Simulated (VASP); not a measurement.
# BP in VASP: a series of runs

BP is run at these levels: r2SCAN; tasks: single point.

All numbers are computed with VASP 6.6.1; they aren't measurements. Logs are shortened: lines on timing, memory, paths and dates and some standing lists are left out, and cuts for length are marked.

## (1) The cell of the first run

Symmetry: I-4m2, No. 119, tetragonal system. The conventional cell has a = 3.240 Å, b = 3.240 Å, c = 4.509 Å, α = 90.00°, β = 90.00°, γ = 90.00°. Within 2.6 Å of B (site symmetry -4m2) lie 4 P at 1.97 Å. P (site symmetry -4m2) has 4 B at 1.97 Å within 2.6 Å.

## (2) Single point, r2SCAN (in-plane strain +0.01)

Input file POSCAR:

```
BP
1.0
    2.2909397142      2.2909397142      0.0000000000
   -2.2909397142      2.2909397142      0.0000000000
    0.0000000000      2.2909397142      2.2546475999
B P
1 1
Direct
    0.0000000000      0.0000000000      0.0000000000
    0.7500000000      0.2500000000      0.5000000000
```

Input file INCAR.step1:

```
SYSTEM = BP
PREC = Accurate
ENCUT = 520
ISMEAR = 0
SIGMA = 0.01
LREAL = .False.
LASPH = .True.
NELM = 80
NBANDS = 11
GGA = PE
ALGO = Normal
EDIFF = 1E-4
LWAVE = .True.
LCHARG = .False.
```

Input file INCAR.step2:

```
SYSTEM = BP
PREC = Accurate
ENCUT = 520
EDIFF = 1E-6
ISMEAR = 0
SIGMA = 0.01
LREAL = .False.
LASPH = .True.
NELM = 80
ALGO = Normal
ISIF = 2
LWAVE = .False.
LCHARG = .False.
METAGGA = R2SCAN
LMIXTAU = .True.
NBANDS = 11
ISTART = 1
```

Input file KPOINTS:

```
Automatic mesh
0
Gamma
  8 8 8
  0 0 0
```

Potentials or basis: VASP PAW PBE potentials, release 64 (B, P).

Command:

```sh
$ cat potpaw_PBE.64/B/POTCAR potpaw_PBE.64/P/POTCAR > POTCAR
$ cp INCAR.step1 INCAR
$ mpirun -np 1 vasp_std > vasp.out
$ cp INCAR.step2 INCAR
$ mpirun -np 1 vasp_std > vasp.out
```

OUTCAR:

```text
SYSTEM = BP
   PREC = Accurate
   ENCUT = 520
   EDIFF = 1E-6
   ISMEAR = 0
   LREAL = .False.
   LASPH = .True.
   NELM = 80
   ISIF = 2
   METAGGA = R2SCAN
   ISTART = 1

 ion  position               nearest neighbor table
   1  0.000  0.000  0.000-   2 1.97   2 1.97   2 1.97   2 1.97
   2  0.750  0.250  0.500-   1 1.97   1 1.97   1 1.97   1 1.97

  LATTYP: Found a body centered tetragonal cell.
 ALAT       =     3.2398780144
 C/A-ratio  =     1.3918101792

  Lattice vectors:

 A1 = (   2.2909397142,   0.0000000000,  -2.2546475999)
 A2 = (  -2.2909397142,   0.0000000000,  -2.2546475999)
 A3 = (   0.0000000000,   2.2909397142,   2.2546475999)

Analysis of symmetry for initial positions (statically):
=====================================================================
 Subroutine PRICEL returns:
 Original cell was already a primitive cell.

 Routine SETGRP: Setting up the symmetry group for a
 body centered tetragonal supercell.

 Subroutine GETGRP returns: Found  8 space group operations
 (whereof  8 operations were pure point group operations)
 out of a pool of 16 trial point group operations.

The static configuration has the point symmetry D_2d.

Analysis of symmetry for dynamics (positions and initial velocities):
=====================================================================
 Subroutine PRICEL returns:
 Original cell was already a primitive cell.

 Routine SETGRP: Setting up the symmetry group for a
 body centered tetragonal supercell.

 Subroutine GETGRP returns: Found  8 space group operations
 (whereof  8 operations were pure point group operations)
 out of a pool of 16 trial point group operations.

The dynamic configuration has the point symmetry D_2d.

 Subroutine INISYM returns: Found  8 space group operations
 (whereof  8 operations are pure point group operations),
 and found     1 'primitive' translations

----------------------------------------------------------------------------------------

                                     Primitive cell

  volume of cell :      23.6666

  direct lattice vectors                    reciprocal lattice vectors
     2.290939714  2.290939714  0.000000000     0.218251051  0.218251051 -0.221764146
    -2.290939714  2.290939714  0.000000000    -0.218251051  0.218251051 -0.221764146
     0.000000000  2.290939714  2.254647600     0.000000000  0.000000000  0.443528292

  length of vectors
     3.239878014  3.239878014  3.214318057     0.380061020  0.380061020  0.443528292

  position of ions in fractional coordinates (direct lattice)
     0.000000000  0.000000000  0.000000000
     0.750000000  0.250000000  0.500000000

  ion indices of the primitive-cell ions
   primitive index   ion index
                 1           1
                 2           2

----------------------------------------------------------------------------------------

 KPOINTS: Automatic mesh

Automatic generation of k-mesh.
 Grid dimensions read from file:
 generate k-points for:    8    8    8

 Generating k-lattice:

  Cartesian coordinates                     Fractional coordinates (reciprocal lattice)
     0.027281381  0.027281381 -0.027720518     0.125000000  0.000000000  0.000000000
    -0.027281381  0.027281381 -0.027720518     0.000000000  0.125000000  0.000000000
     0.000000000  0.000000000  0.055441037     0.000000000  0.000000000  0.125000000

  Length of vectors
     0.047507627  0.047507627  0.055441037

  Shift w.r.t. Gamma in fractional coordinates (k-lattice)
     0.000000000  0.000000000  0.000000000

 Subroutine IBZKPT returns following result:
 ===========================================

 Found     59 irreducible k-points:

 Following reciprocal coordinates:
            Coordinates               Weight
  0.000000  0.000000  0.000000      1.000000
  0.125000  0.000000  0.000000      8.000000
  0.250000  0.000000  0.000000      8.000000
  0.375000  0.000000 -0.000000      8.000000
  0.500000  0.000000  0.000000      4.000000
  0.125000  0.125000  0.000000      8.000000
[... 16 lines left out ...]
  0.250000  0.000000  0.125000      4.000000
  0.375000  0.000000  0.125000      8.000000
 [... further k-points ...]
   k-points           NKPTS =     59   k-points in BZ     NKDIM =     59   number of bands    NBANDS=     11
   number of dos      NEDOS =    301   number of ions     NIONS =      2
   total plane-waves  NPLWV =  13824
   dimension x,y,z NGX =    24 NGY =   24 NGZ =   24
   dimension x,y,z NGXF=    48 NGYF=   48 NGZF=   48
   ions per type =               1   1
   NGX,Y,Z   is equivalent  to a cutoff of  12.31, 12.31, 12.41 a.u.
   NGXF,Y,Z  is equivalent  to a cutoff of  24.63, 24.63, 24.83 a.u.
 SYSTEM =  BP
   PREC   = accura    normal or accurate (medium, high low for compatibility)
   ISTART =      1    job   : 0-new  1-cont  2-samecut
   ICHARG =      0    charge: 1-file 2-atom 10-const
   ISPIN  =      1    spin polarized calculation?
   LNONCOLLINEAR =      F non collinear calculations
   LSORBIT =      F    spin-orbit coupling
   LASPH  =      T    aspherical Exc in radial PAW
   ENCUT  =  520.0 eV  38.22 Ry    6.18 a.u.   6.02  6.02  5.98*2*pi/ulx,y,z
   NELM   =     80;   NELMIN=  2; NELMDL=  0     # of ELM steps
   EDIFF  = 0.1E-05   stopping-criterion for ELM
   LREAL  =      F    real-space projection
   EDIFFG = 0.1E-04   stopping-criterion for IOM
   NSW    =      0    number of steps for IOM
   IBRION =     -1    ionic relax: 0-MD 1-quasi-New 2-CG
   NFREE  =      0    steps in history (QN), initial steepest desc. (CG)
   ISIF   =      2    stress and relaxation
   ISYM   =      2    0-nonsym 1-usesym 2-fastsym
   POTIM  = 0.5000    time-step for ionic-motion
   TEBEG  =    0.0;   TEEND  =   0.0 temperature during run
   PSTRESS=    0.0 pullay stress
   NELECT =       8.0000    total number of electrons
   NUPDOWN=      -1.0000    fix difference up-down
   EMIN   =  10.00;   EMAX   =-10.00  energy-range for DOS
   EFERMI =   0.00;   METHOD = LEGACY
   ISMEAR =     0;   SIGMA  =   0.01  broadening in eV -4-tet -1-fermi 0-gaus
   EFERMI_NEDOS =   21; number of points for ismear=-14 and -15
   IALGO  =     38    algorithm
   IMIX   =      4    mixing-type and parameters
     AMIX     =   0.40;   BMIX     =  1.00
     AMIX_MAG =   1.60;   BMIX_MAG =  1.00
  volume/ion in A,a.u.               =      11.83        79.86
  Fermi-wavevector in a.u.,A,eV,Ry     =   1.140406  2.155055 17.694729  1.300526
  Thomas-Fermi vector in A             =   2.277108
   LORBIT       =      0    0 simple, 1 ext, 2 COOP (PROOUT), +10 PAW based schemes
   METAGGA = R2SCAN    functional components
   LHFCALC =     F    Hartree Fock is set to
   AEXX    =    0.0000 exact exchange contribution
   IVDW    =     0    specifies the selected vdW correction
   LEPSILON=     F    determine dielectric tensor
   LRPA    =     F    only Hartree local field effects (RPA)
 non-spin polarized calculation
 Gauss-broadening in eV      SIGMA  =   0.01
  energy-cutoff  :      520.00
  volume of cell :       23.67
 maximum number of plane-waves:       647
   NGX = 13   NGY = 13   NGZ = 11

 number of electron       8.0000000 magnetization

 Free energy of the ion-electron system (eV)
  ---------------------------------------------------
  ext. energy  EPLUGINS =         0.00000000
  ---------------------------------------------------
  free energy    TOTEN  =       -17.30287412 eV

  energy without entropy =      -17.30287412  energy(sigma->0) =      -17.30287412

 E-fermi :   7.4035     XC(G=0): -11.4424

 val. band max:        7.3454482573   @ k =   0.0000   0.0000   0.0000
 cond. band min:       8.5856034684   @ k =   0.0000   0.0000   0.3750
 fundamental gap:      1.2401552110
 Fermi energy:         7.4035188575

 k-point     1 :       0.0000    0.0000    0.0000
  band No.  band energies     occupation
      1      -8.9037      2.00000
      2       7.1830      2.00000
      3       7.1830      2.00000
      4       7.3454      2.00000
      5      10.7934      0.00000
      6      10.8927      0.00000
      7      10.8927      0.00000
      8      15.0370      0.00000
      9      19.5438      0.00000
     10      19.6312      0.00000
     11      20.0579      0.00000

 k-point     2 :       0.1250    0.0000    0.0000
  band No.  band energies     occupation
      1      -8.6114      2.00000
      2       5.2976      2.00000
      3       6.7264      2.00000
      4       6.8540      2.00000
      5      11.3687      0.00000
      6      11.5072      0.00000
      7      11.5311      0.00000
      8      15.8801      0.00000
      9      18.7977      0.00000
     10      19.1135      0.00000
     11      20.4028      0.00000

 k-point     3 :       0.2500    0.0000    0.0000
  band No.  band energies     occupation
      1      -7.7544      2.00000
      2       2.1792      2.00000
      3       5.9829      2.00000
      4       6.1475      2.00000
      5      11.5034      0.00000
      6      12.2782      0.00000
      7      12.3412      0.00000
      8      17.4924      0.00000
      9      18.6733      0.00000
     10      18.7702      0.00000
     11      21.0682      0.00000

 k-point     4 :       0.3750    0.0000   -0.0000
  band No.  band energies     occupation
      1      -6.4462      2.00000
      2      -0.6559      2.00000
      3       5.4625      2.00000
      4       5.6608      2.00000
      5      11.3373      0.00000
      6      12.2987      0.00000
      7      12.4658      0.00000
      8      18.1454      0.00000
      9      20.4154      0.00000
     10      20.5434      0.00000
     11      21.8761      0.00000
[... 239 lines left out ...]
 k-point    22 :       0.0000    0.0000    0.1250
  band No.  band energies     occupation
      1      -8.5055      2.00000
      2       5.9493      2.00000
      3       5.9493      2.00000
      4       6.0921      2.00000
      5      10.1586      0.00000
      6      12.5590      0.00000
      7      12.5590      0.00000
      8      15.3054      0.00000
      9      18.3876      0.00000
     10      20.0696      0.00000
     11      20.8083      0.00000

 k-point    23 :       0.2500    0.0000    0.1250
  band No.  band energies     occupation
      1      -8.1373      2.00000
      2       4.0445      2.00000
      3       4.9441      2.00000
      4       6.6852      2.00000
      5      11.6800      0.00000
      6      12.0115      0.00000
      7      12.6549      0.00000
      8      16.1987      0.00000
      9      17.4392      0.00000
     10      19.9256      0.00000
     11      21.5838      0.00000

 k-point    24 :       0.3750    0.0000    0.1250
  band No.  band energies     occupation
      1      -7.1208      2.00000
      2       1.3437      2.00000
      3       4.1054      2.00000
      4       5.9303      2.00000
      5      11.9321      0.00000
      6      12.5113      0.00000
      7      13.3689      0.00000
      8      16.7671      0.00000
      9      17.6070      0.00000
     10      21.2133      0.00000
     11      22.8079      0.00000

 [... further k-points ...]
[... 5 lines left out ...]
  --------------------------------------------------------------------------------------
  -------------------------------------------------------------------------------------
  Total       -0.6288891     -0.6288891      0.0297236      0.0000000      0.0000000      0.0000000
  in kB      -42.5744096    -42.5744096      2.0122245      0.0000000      0.0000000      0.0000000
  external PRESSURE =     -27.7121982 kB  Pullay stress =       0.0000000 kB

 VOLUME and BASIS-vectors are now :
 -----------------------------------------------------------------------------
  energy-cutoff  :      520.00
  volume of cell :       23.67
      direct lattice vectors                 reciprocal lattice vectors
     2.290939714  2.290939714  0.000000000     0.218251051  0.218251051 -0.221764146
    -2.290939714  2.290939714  0.000000000    -0.218251051  0.218251051 -0.221764146
     0.000000000  2.290939714  2.254647600     0.000000000  0.000000000  0.443528292

 POSITION                                       TOTAL-FORCE (eV/Angst)
 -----------------------------------------------------------------------------------
      0.00000      0.00000      0.00000        -0.000000     -0.000000      0.000000
      1.14547      3.43641      1.12732         0.000000      0.000000      0.000000
 -----------------------------------------------------------------------------------
    total drift:                               -0.000000      0.000000     -0.000000

  FREE ENERGIE OF THE ION-ELECTRON SYSTEM (eV)
  ---------------------------------------------------
  free  energy   TOTEN  =       -17.3028741180 eV

  energy  without entropy=      -17.3028741180  energy(sigma->0) =      -17.30287412
```

Run time: 16 s. Hardware: 1 thread of Intel Xeon 6975P-C (Granite Rapids), shared host; peak memory 0.14 GiB.

Results:

* Free energy: -17.3029 eV
* Pressure: -2.8 GPa
* Band gap on the k mesh: 1.24 eV, indirect (least direct gap 3.45 eV)

Stress tensor (GPa, compression positive):
```
-4.26  0.00  0.00
 0.00 -4.26  0.00
 0.00  0.00  0.20
```

Levels at points of the mesh, in eV from the valence-band top:
```csv
k point,band 2,band 3,band 4,band 5,band 6,band 7
"(0.00, 0.00, 0.00)",-0.16,-0.16,0.00,3.45,3.55,3.55
"(0.50, 0.00, 0.00)",-9.51,-2.06,-1.85,3.91,4.83,5.03
"(0.50, 0.50, 0.00)",-9.21,-4.36,-4.33,1.52,1.89,12.65
"(0.00, 0.00, 0.50)",-9.07,-4.52,-4.52,1.33,1.66,12.82
```

Caveat: the cell differs from its parent crystal (in-plane strain +0.01); the PAW data sets were made with another functional, which shifts forces and pressure a little. A k mesh can miss the band edges.

## (3) Single point, r2SCAN

This run uses another cell than the first one, of 11.67 Å³/atom, 0.986 times its volume.

Input file POSCAR:

```
BP
1.0
    2.2682571427      2.2682571427      0.0000000000
   -2.2682571427      2.2682571427      0.0000000000
    0.0000000000      2.2682571427      2.2682571427
B P
1 1
Direct
    0.0000000000      0.0000000000      0.0000000000
    0.7500000000      0.2500000000      0.5000000000
```

Input file INCAR.step1:

```
PREC = Accurate
ENCUT = 550
ISMEAR = 0
SIGMA = 0.01
LREAL = False
LASPH = True
NELM = 120
NBANDS = 11
GGA = PE
ALGO = Normal
EDIFF = 1E-5
LWAVE = True
LCHARG = False
GGA_COMPAT = False
```

Input file INCAR.step2:

```
PREC = Accurate
ENCUT = 550
EDIFF = 1E-6
ISMEAR = 0
SIGMA = 0.01
LREAL = False
LASPH = True
NELM = 120
ALGO = Normal
ISIF = 2
LWAVE = False
LCHARG = True
METAGGA = R2SCAN
LMIXTAU = True
LELF = True
LVHAR = True
NBANDS = 11
ISTART = 1
GGA_COMPAT = False
```

Input file KPOINTS:

```
Automatic mesh
0
Gamma
  8 8 8
```

Potentials or basis: VASP PAW PBE potentials, release 64 (B, P).

Command:

```sh
$ cat potpaw_PBE.64/B/POTCAR potpaw_PBE.64/P/POTCAR > POTCAR
$ cp INCAR.step1 INCAR
$ mpirun -np 1 vasp_std > vasp.out
$ cp INCAR.step2 INCAR
$ mpirun -np 1 vasp_std > vasp.out
```

It took 21 s on 1 thread of Intel Xeon 6975P-C (Granite Rapids), shared host; peak memory 0.15 GiB.

Results (log left out):

* Free energy: -17.3105 eV
* Pressure: -0.5 GPa
* Band gap on the k mesh: 1.48 eV, indirect (least direct gap 3.64 eV)

Levels at points of the mesh, in eV from the valence-band top:
| k point | band 1 | band 2 | band 3 | band 4 | band 5 | band 6 | band 7 | band 8 |
| --- | --- | --- | --- | --- | --- | --- | --- | --- |
| (0.00, 0.00, 0.00) | -16.27 | 0.00 | 0.00 | 0.00 | 3.64 | 3.64 | 3.64 | 8.03 |
| (0.50, 0.00, 0.00) | -12.77 | -9.51 | -1.87 | -1.87 | 4.14 | 5.03 | 5.03 | 10.92 |
| (0.50, 0.50, 0.00) | -11.10 | -9.13 | -4.35 | -4.35 | 1.54 | 1.91 | 13.07 | 13.07 |

Caveat: the PAW data sets were made with another functional, which shifts forces and pressure a little.
